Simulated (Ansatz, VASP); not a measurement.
**One calculation of Cs, two programs**

The input INCAR:

```
SYSTEM = Cs
  PREC = Accurate
  ENCUT = 520
  EDIFF = 1E-6
  ISMEAR = 0
  SIGMA = 0.15
  LREAL = .False.
  LASPH = .True.
  NELM = 80
  ALGO = Normal
  ISIF = 2
  LWAVE = .False.
  LCHARG = .False.
  GGA = PS
  NBANDS = 10
```

Contents of KPOINTS:

```
regular mesh
0
Gamma
  10 10 10
  0 0 0
```

The input POSCAR:

```
Cs
1.0
    0.0000000000      3.7904023104      4.2642025992
    3.7904023104      0.0000000000      4.2642025992
    3.7904023104      3.7904023104      0.0000000000
Cs
1
Direct
    0.0000000000      0.0000000000      0.0000000000
```

Input for Ansatz:

```yaml
crystal:
  lattice:
    - [0.0, 3.7904023104, 4.2642025992]
    - [3.7904023104, 0.0, 4.2642025992]
    - [3.7904023104, 3.7904023104, 0.0]
  atoms:
    - { symbol: Cs, position: [0.0, 0.0, 0.0] }
basis:
  ecutwfc: 420
kpoints:
  mp_grid: { grid: [10, 10, 10] }
hamiltonian:
  xc: pbesol
scf:
  occupations: { method: gaussian, width: 0.15 }
output:
  forces: true
  stress: true
  eigenvalues: true
```

Change from the starting cell: strain -0.040 along x and y, +0.080 along z, atoms carried along.

Alike in both runs: task single point; functional PBEsol; k mesh 10 × 10 × 10; occupations gaussian, width 0.15 eV; no spin polarisation.

|  | VASP | Ansatz |
| --- | --- | --- |
| version | VASP 6.6.1 | Ansatz 0.2.0 |
| potentials or method | VASP PAW PBE potentials, release 64 (Cs_sv), cutoff 520 eV | scalar-relativistic, plane waves, PAW |
| valence electrons in the cell | 9 | 9 |

```csv
,VASP,Ansatz,Ansatz less VASP
gap on the k mesh at the Fermi level (eV),none,none,-
pressure (GPa),-0.2,-0.2,+0.01
"traceless stress, the component that is largest in VASP (GPa)",-0.06,-0.06,0.000
```

VASP's potentials were made for PBE, not for PBEsol. A gap of «none» marks a metal or a gap that the smearing closes. With one functional, cell and mesh, what is left measures potentials, basis and numerics.

Spin-orbit coupling is off throughout.
